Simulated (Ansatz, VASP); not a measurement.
# One calculation of Ru14W, two programs

```
Ru W
1.0
     4.07944    2.35526    0.00000
    -4.07944    2.35526    0.00000
     0.00000    0.00000   20.59361
Ru W
14 1
Direct
  0.33333 0.33333 0.29391
  0.66667 0.00000 0.29304
  0.00000 0.66667 0.29304
  0.33333 0.00154 0.39372
  0.66512 0.66512 0.39372
  0.00154 0.33333 0.39372
  0.66667 0.00000 0.50000
  0.00000 0.66667 0.50000
  0.33333 0.00154 0.60628
  0.66512 0.66512 0.60628
  0.00154 0.33333 0.60628
  0.33333 0.33333 0.70609
  0.66667 0.00000 0.70696
  0.00000 0.66667 0.70696
  0.33333 0.33333 0.50000
```

Alike in both runs: functional PBE; k mesh 9 × 9 × 1; occupations methfessel-paxton of order 1, width 0.1 eV; no spin polarisation.

Ansatz relaxed the structure, and its values are those at the end. VASP's run is a single point on that final structure, the one shown.

|  | VASP | Ansatz |
| --- | --- | --- |
| version | VASP 6.6.1 | Ansatz 0.2.0 |
| potentials or method | VASP PAW PBE potentials, release 64 (Ru_pv, W_sv), cutoff 520 eV | scalar-relativistic, plane waves, PAW |
| valence electrons in the cell | 210 | 238 |

```csv
,VASP,Ansatz,Ansatz less VASP
gap on the k mesh at the Fermi level (eV),none,none,-
rms of the force components (eV/Å),0.007,0.001,-0.0062
```

A gap of «none» marks a metal or a gap that the smearing closes. VASP's potentials hold 210 valence electrons a cell and Ansatz's 238, so a difference there can come from the potentials and not from the codes. Ansatz's warnings: vacuum density over bound, xc potential rough in thin density.

Spin-orbit coupling is off throughout.
